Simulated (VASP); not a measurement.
The system is SnSe2.

```
Sn Se
1.0
     3.81100    0.00000    0.00000
    -1.90550    3.30042    0.00000
     0.00000    0.00000    6.13600
Sn Se
1 2
Direct
  0.00000 0.00000 0.00000
  0.33333 0.66667 0.24900
  0.66667 0.33333 0.75100
```

```yaml
Program: VASP 6.6.1
Task: relaxation of cell and atoms
Functional: PBE
Potentials_or_basis: VASP PAW PBE potentials, release 64 (Sn_d, Se)
Cutoff: 600 eV
k_mesh: 12 × 12 × 7
Occupations: fermi-dirac, width 0.05 eV
Spin: no spin polarisation
```

At the start: pressure 5.6 GPa; volume 25.73 Å³/atom.

Question: Where does the relaxation end?

Answer: Over 16 steps the energy falls by 41.7 meV/atom and the volume is 30.02 Å³/atom (+16.7 %); space group P-3m1 (No. 164, to 0.1 Å) before and after.

The path:
```csv
step,energy change (eV),largest force (eV/Å),pressure (GPa),volume (Å³)
1,0.0000,0.8063,5.63,77.18
2,-0.0417,0.6279,-3.32,87.72
3,-0.1089,0.0654,-0.01,82.76
4,-0.1089,0.0506,0.11,82.65
5,-0.1101,0.0619,0.10,82.75
6,-0.1125,0.0965,0.14,83.05
7,-0.1120,0.1663,0.26,83.61
8,-0.1132,0.1230,0.18,83.28
9,-0.1142,0.1166,0.17,83.51
10,-0.1169,0.0971,0.10,84.20
11,-0.1208,0.0561,0.00,85.59
12,-0.1232,0.0312,-0.12,88.39
13,-0.1245,0.0335,0.02,88.95
14,-0.1250,0.0378,0.19,89.60
15,-0.1248,0.0585,-0.20,90.66
16,-0.1252,0.0046,0.01,90.06
```

Final structure:
```
CELL_PARAMETERS angstrom
3.87182 0.00000 0.00000
-1.93591 3.35309 0.00000
0.00000 0.00000 6.93726
ATOMIC_POSITIONS crystal
Sn 0.00000 0.00000 0.00000
Se 0.33333 0.66667 0.23013
Se 0.66667 0.33333 0.76987
```

Caveat: the volume moved by over 15 % at a fixed basis, so the end points are rough; this functional lacks dispersion, which binds layers or chains, so the pressure and a relaxed spacing across them are unreliable.
